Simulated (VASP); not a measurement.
# Sc (Fm-3m) in VASP: a series of runs, part 2 of 2

VASP 6.6.1. Earlier steps stand in the parts before.

## 3. Single point, PBE (12.37 Å³/atom)

This run uses another cell than the first one, of 12.37 Å³/atom.

File INCAR:

```
PREC = Accurate
ENCUT = 520
EDIFF = 1E-6
ISMEAR = -1
SIGMA = 0.08
LREAL = False
LASPH = True
NELM = 100
ALGO = Normal
ISIF = 2
LWAVE = False
LCHARG = True
GGA = PE
LELF = True
LVHAR = True
NBANDS = 12
```

File KPOINTS:

```
regular mesh
0
Gamma
  16 16 16
```

File POSCAR:

```
Sc
1.0
    0.0000000000      1.8354594251      1.8354594251
    1.8354594251      0.0000000000      1.8354594251
    1.8354594251      1.8354594251      0.0000000000
Sc
1
Direct
    0.0000000000      0.0000000000      0.0000000000
```

Potentials or basis: VASP PAW PBE potentials, release 64 (Sc_sv).

Run with:

```bash
cat potpaw_PBE.64/Sc_sv/POTCAR > POTCAR
mpirun -np 1 vasp_std > vasp.out
```

OUTCAR:

```text
PREC = Accurate
   ENCUT = 520
   EDIFF = 1E-6
   ISMEAR = -1
   LREAL = False
   LASPH = True
   NELM = 100
   ISIF = 2
   GGA = PE

 ion  position               nearest neighbor table
   1  0.000  0.000  0.000-

  LATTYP: Found a face centered cubic cell.
 ALAT       =     3.6709188502

  Lattice vectors:

 A1 = (   0.0000000000,   1.8354594251,   1.8354594251)
 A2 = (   1.8354594251,   0.0000000000,   1.8354594251)
 A3 = (   1.8354594251,   1.8354594251,   0.0000000000)

Analysis of symmetry for initial positions (statically):
=====================================================================
 Subroutine PRICEL returns:
 Original cell was already a primitive cell.

 Routine SETGRP: Setting up the symmetry group for a
 face centered cubic supercell.

 Subroutine GETGRP returns: Found 48 space group operations
 (whereof 48 operations were pure point group operations)
 out of a pool of 48 trial point group operations.

The static configuration has the point symmetry O_h .

Analysis of symmetry for dynamics (positions and initial velocities):
=====================================================================
 Subroutine PRICEL returns:
 Original cell was already a primitive cell.

 Routine SETGRP: Setting up the symmetry group for a
 face centered cubic supercell.

 Subroutine GETGRP returns: Found 48 space group operations
 (whereof 48 operations were pure point group operations)
 out of a pool of 48 trial point group operations.

The dynamic configuration has the point symmetry O_h .

 Subroutine INISYM returns: Found 48 space group operations
 (whereof 48 operations are pure point group operations),
 and found     1 'primitive' translations

----------------------------------------------------------------------------------------

                                     Primitive cell

  volume of cell :      12.3670

  direct lattice vectors                    reciprocal lattice vectors
     0.000000000  1.835459425  1.835459425    -0.272411361  0.272411361  0.272411361
     1.835459425  0.000000000  1.835459425     0.272411361 -0.272411361  0.272411361
     1.835459425  1.835459425  0.000000000     0.272411361  0.272411361 -0.272411361

  length of vectors
     2.595731612  2.595731612  2.595731612     0.471830318  0.471830318  0.471830318

  position of ions in fractional coordinates (direct lattice)
     0.000000000  0.000000000  0.000000000

  ion indices of the primitive-cell ions
   primitive index   ion index
                 1           1

----------------------------------------------------------------------------------------

 KPOINTS: regular mesh

Automatic generation of k-mesh.
 Grid dimensions read from file:
 generate k-points for:   16   16   16

 Generating k-lattice:

  Cartesian coordinates                     Fractional coordinates (reciprocal lattice)
    -0.017025710  0.017025710  0.017025710     0.062500000  0.000000000  0.000000000
     0.017025710 -0.017025710  0.017025710     0.000000000  0.062500000  0.000000000
     0.017025710  0.017025710 -0.017025710     0.000000000  0.000000000  0.062500000

  Length of vectors
     0.029489395  0.029489395  0.029489395

  Shift w.r.t. Gamma in fractional coordinates (k-lattice)
     0.000000000  0.000000000  0.000000000

 Subroutine IBZKPT returns following result:
 ===========================================

 Found    145 irreducible k-points:

 Following reciprocal coordinates:
            Coordinates               Weight
  0.000000  0.000000  0.000000      1.000000
  0.062500  0.000000  0.000000      8.000000
  0.125000  0.000000  0.000000      8.000000
  0.187500  0.000000  0.000000      8.000000
  0.250000  0.000000  0.000000      8.000000
  0.312500  0.000000  0.000000      8.000000
[... 16 lines left out ...]
 -0.125000  0.062500  0.000000     24.000000
 -0.062500  0.062500  0.000000     12.000000
 [... further k-points ...]
   k-points           NKPTS =    145   k-points in BZ     NKDIM =    145   number of bands    NBANDS=     12
   number of dos      NEDOS =    301   number of ions     NIONS =      1
   total plane-waves  NPLWV =   8000
   dimension x,y,z NGX =    20 NGY =   20 NGZ =   20
   dimension x,y,z NGXF=    40 NGYF=   40 NGZF=   40
   ions per type =               1
   NGX,Y,Z   is equivalent  to a cutoff of  12.81, 12.81, 12.81 a.u.
   NGXF,Y,Z  is equivalent  to a cutoff of  25.62, 25.62, 25.62 a.u.
 SYSTEM =  unknown system
   PREC   = accura    normal or accurate (medium, high low for compatibility)
   ISTART =      0    job   : 0-new  1-cont  2-samecut
   ICHARG =      2    charge: 1-file 2-atom 10-const
   ISPIN  =      1    spin polarized calculation?
   LNONCOLLINEAR =      F non collinear calculations
   LSORBIT =      F    spin-orbit coupling
   LASPH  =      T    aspherical Exc in radial PAW
   ENCUT  =  520.0 eV  38.22 Ry    6.18 a.u.   4.83  4.83  4.83*2*pi/ulx,y,z
   NELM   =    100;   NELMIN=  2; NELMDL= -5     # of ELM steps
   EDIFF  = 0.1E-05   stopping-criterion for ELM
   LREAL  =      F    real-space projection
   EDIFFG = 0.1E-04   stopping-criterion for IOM
   NSW    =      0    number of steps for IOM
   IBRION =     -1    ionic relax: 0-MD 1-quasi-New 2-CG
   NFREE  =      0    steps in history (QN), initial steepest desc. (CG)
   ISIF   =      2    stress and relaxation
   ISYM   =      2    0-nonsym 1-usesym 2-fastsym
   POTIM  = 0.5000    time-step for ionic-motion
   TEBEG  =    0.0;   TEEND  =   0.0 temperature during run
   PSTRESS=    0.0 pullay stress
   NELECT =      11.0000    total number of electrons
   NUPDOWN=      -1.0000    fix difference up-down
   EMIN   =  10.00;   EMAX   =-10.00  energy-range for DOS
   EFERMI =   0.00;   METHOD = LEGACY
   ISMEAR =    -1;   SIGMA  =   0.08  broadening in eV -4-tet -1-fermi 0-gaus
   EFERMI_NEDOS =   21; number of points for ismear=-14 and -15
   IALGO  =     38    algorithm
   IMIX   =      4    mixing-type and parameters
     AMIX     =   0.40;   BMIX     =  1.00
     AMIX_MAG =   1.60;   BMIX_MAG =  1.00
  volume/ion in A,a.u.               =      12.37        83.46
  Fermi-wavevector in a.u.,A,eV,Ry     =   1.574409  2.975202 33.725634  2.478764
  Thomas-Fermi vector in A             =   2.675548
   LORBIT       =      0    0 simple, 1 ext, 2 COOP (PROOUT), +10 PAW based schemes
   GGA     = PE    functional components
   LHFCALC =     F    Hartree Fock is set to
   AEXX    =    0.0000 exact exchange contribution
   IVDW    =     0    specifies the selected vdW correction
   LEPSILON=     F    determine dielectric tensor
   LRPA    =     F    only Hartree local field effects (RPA)
 non-spin polarized calculation
  energy-cutoff  :      520.00
  volume of cell :       12.37
 maximum number of plane-waves:       343
   NGX =  9   NGY =  9   NGZ =  9

 number of electron      11.0000000 magnetization

 Free energy of the ion-electron system (eV)
  ---------------------------------------------------
  ext. energy  EPLUGINS =         0.00000000
  ---------------------------------------------------
  free energy    TOTEN  =        -3.80562352 eV

  energy without entropy =       -3.78457130  energy(sigma->0) =       -3.79509741

 E-fermi :   8.8440     XC(G=0): -13.0717

 val. band max:        8.8282064561   @ k =   0.4375   0.2500   0.1250
 cond. band min:       8.8479992656   @ k =  -0.3125   0.3125   0.0625
 fundamental gap:      0.0197928096
 Fermi energy:         8.8440435090

 k-point     1 :       0.0000    0.0000    0.0000
  band No.  band energies     occupation
      1     -39.6811      2.00000
      2     -16.5213      2.00000
      3     -16.5213      2.00000
      4     -16.5213      2.00000
      5       3.8605      2.00000
      6      11.1084      0.00000
      7      11.1084      0.00000
      8      11.1084      0.00000
      9      14.3031      0.00000
     10      14.3031      0.00000
     11      25.8828      0.00000
     12      32.5541      0.00000
[... 331 lines left out ...]
 k-point    24 :      -0.0625    0.0625    0.0000
  band No.  band energies     occupation
      1     -39.6034      2.00000
      2     -16.8355      2.00000
      3     -16.6060      2.00000
      4     -16.5363      2.00000
      5       4.3887      2.00000
      6      10.6885      0.00000
      7      11.3135      0.00000
      8      11.3689      0.00000
      9      13.9321      0.00000
     10      14.2975      0.00000
     11      26.7534      0.00000
     12      30.2896      0.00000

 [... further k-points ...]

------------------------ aborting loop because EDIFF is reached ----------------------------------------

  FORCE on cell =-STRESS in cart. coord.  units (eV):
  Direction    XX          YY          ZZ          XY          YZ          ZX
  --------------------------------------------------------------------------------------
  -------------------------------------------------------------------------------------
  Total        7.5737726      7.5737726      7.5737726      0.0000000      0.0000000     -0.0000000
  in kB      981.2021288    981.2021288    981.2021288      0.0000000      0.0000000     -0.0000000
  external PRESSURE =     981.2021288 kB  Pullay stress =       0.0000000 kB

 VOLUME and BASIS-vectors are now :
 -----------------------------------------------------------------------------
  energy-cutoff  :      520.00
  volume of cell :       12.37
      direct lattice vectors                 reciprocal lattice vectors
     0.000000000  1.835459425  1.835459425    -0.272411361  0.272411361  0.272411361
     1.835459425  0.000000000  1.835459425     0.272411361 -0.272411361  0.272411361
     1.835459425  1.835459425  0.000000000     0.272411361  0.272411361 -0.272411361

 POSITION                                       TOTAL-FORCE (eV/Angst)
 -----------------------------------------------------------------------------------
      0.00000      0.00000      0.00000        -0.000000     -0.000000     -0.000000
 -----------------------------------------------------------------------------------
    total drift:                                0.000000     -0.000000     -0.000000

  FREE ENERGIE OF THE ION-ELECTRON SYSTEM (eV)
  ---------------------------------------------------
  free  energy   TOTEN  =        -3.8056235228 eV

  energy  without entropy=       -3.7845713047  energy(sigma->0) =       -3.79509741
```

OSZICAR:

```text
N       E                     dE             d eps       ncg     rms          rms(c)
DAV:   1     0.656762953004E+02    0.65676E+02   -0.51354E+03  3568   0.101E+03
DAV:   2    -0.313482767652E+01   -0.68811E+02   -0.66278E+02  3488   0.276E+02
DAV:   3    -0.403224107751E+01   -0.89741E+00   -0.88487E+00  4108   0.449E+01
DAV:   4    -0.404170915679E+01   -0.94681E-02   -0.94671E-02  4340   0.360E+00
DAV:   5    -0.404183789993E+01   -0.12874E-03   -0.12874E-03  4712   0.427E-01    0.153E+01
DAV:   6    -0.384678969582E+01    0.19505E+00   -0.22781E-01  4108   0.824E+00    0.714E+00
DAV:   7    -0.380740784315E+01    0.39382E-01   -0.82219E-02  4376   0.484E+00    0.968E-01
DAV:   8    -0.380565111776E+01    0.17567E-02   -0.53357E-03  4052   0.101E+00    0.239E-02
DAV:   9    -0.380562388375E+01    0.27234E-04   -0.64708E-05  4420   0.126E-01    0.133E-02
DAV:  10    -0.380562352276E+01    0.36099E-06   -0.31724E-06  3880   0.192E-02
   1 F= -.38056235E+01 E0= -.37950974E+01  d E =-.210522E-01
```

Run time: 7.4 s. Hardware: 1 thread of Intel Xeon 6975P-C (Granite Rapids), shared host; peak memory 0.13 GiB.

Results:

* Free energy: -3.8056 eV
* Pressure: 98.1 GPa
* Band gap on the k mesh: zero (an odd number of electrons rules out a gap without spin polarisation)

Caveat: the cell stands under pressure.

## 4. Single point, PBE (14.35 Å³/atom)

This run uses another cell than the first one, of 14.35 Å³/atom.

File INCAR:

```
SYSTEM = Sc
PREC = Accurate
ENCUT = 520
EDIFF = 1E-7
ISMEAR = -1
SIGMA = 0.08
LREAL = .FALSE.
LASPH = .TRUE.
NELM = 100
ALGO = Normal
ISIF = 2
LWAVE = .FALSE.
LCHARG = .FALSE.
GGA = PE
NBANDS = 12
```

File KPOINTS:

```
regular mesh
0
G
  16 16 16
  0 0 0
```

File POSCAR:

```
Sc
1.0
    0.0000000000      1.9285494752      1.9285494752
    1.9285494752      0.0000000000      1.9285494752
    1.9285494752      1.9285494752      0.0000000000
Sc
1
Direct
    0.0000000000      0.0000000000      0.0000000000
```

Run with:

```bash
cat potpaw_PBE.64/Sc_sv/POTCAR > POTCAR
mpirun -np 1 vasp_std > vasp.out
```

It took 7.6 s on 1 thread of Intel Xeon 6975P-C (Granite Rapids), shared host; peak memory 0.14 GiB.

It converged, with:

* Free energy: -4.7924 eV
* Pressure: 63.5 GPa
* Band gap on the k mesh: zero (an odd number of electrons rules out a gap without spin polarisation)

Levels at points of the mesh, in eV from the Fermi level:
```tsv
k point	band 3	band 4	band 5	band 6	band 7	band 8
(0.00, 0.00, 0.00)	-25.93	-25.93	-5.41	2.20	2.20	2.20
(0.50, 0.00, 0.00)	-26.17	-26.17	-2.41	1.93	1.93	2.58
(0.50, 0.50, 0.00)	-26.63	-26.63	-3.08	-1.85	5.44	6.71
```

Caveat: the cell stands under pressure.

## 5. Single point, PBE (14.35 Å³/atom)

This run uses another cell than the first one, of 14.35 Å³/atom.

File INCAR:

```
PREC = Accurate ; ENCUT = 520
EDIFF = 1E-6 ; ISMEAR = -1
SIGMA = 0.08 ; LREAL = F
LASPH = T ; NELM = 100
ALGO = Normal ; ISIF = 2
LWAVE = F ; LCHARG = F
GGA = PE ; NBANDS = 12
```

File KPOINTS:

```
regular mesh
0
Gamma
  16 16 16
```

POSCAR is that of step 4.

Run with:

```bash
cat potpaw_PBE.64/Sc_sv/POTCAR > POTCAR
mpirun -np 1 vasp_std > vasp.out
```

Wall time 7 s (1 thread of Intel Xeon 6975P-C (Granite Rapids), shared host); peak memory 0.14 GiB.

The run converged. Its results:

* Free energy: -4.7924 eV
* Pressure: 63.5 GPa
* Band gap on the k mesh: zero (an odd number of electrons rules out a gap without spin polarisation)

Levels at points of the mesh, in eV from the Fermi level:
| k point | band 1 | band 2 | band 3 | band 4 | band 5 | band 6 | band 7 | band 8 | band 9 | band 10 |
| --- | --- | --- | --- | --- | --- | --- | --- | --- | --- | --- |
| (0.00, 0.00, 0.00) | -48.43 | -25.93 | -25.93 | -25.93 | -5.41 | 2.20 | 2.20 | 2.20 | 4.91 | 4.91 |
| (0.50, 0.00, 0.00) | -47.93 | -28.02 | -26.17 | -26.17 | -2.41 | 1.93 | 1.93 | 2.58 | 6.71 | 6.71 |
| (0.50, 0.50, 0.00) | -47.77 | -27.85 | -26.63 | -26.63 | -3.08 | -1.85 | 5.44 | 6.71 | 7.20 | 7.20 |

Caveat: the cell stands under pressure.

## 6. Overview

| cell | gap on the mesh (eV) | pressure (GPa) |
| --- | --- | --- |
| a = 2.468 Å, angles 60.0°, 1 atom | none | 144.6 |
| a = 2.596 Å, angles 60.0°, 1 atom | none | 98.1 |
| a = 2.727 Å, angles 60.0°, 1 atom | none | 63.5 |

Alike in all rows: task single point; level PBE; potentials or basis VASP PAW PBE potentials, release 64 (Sc_sv); no spin polarisation; k mesh 16 × 16 × 16; cutoff (eV) 520; smearing fermi-dirac 0.08 eV.

Caveats: the cell stands under pressure.

Absolute energies hang on the potentials; compare differences alone.
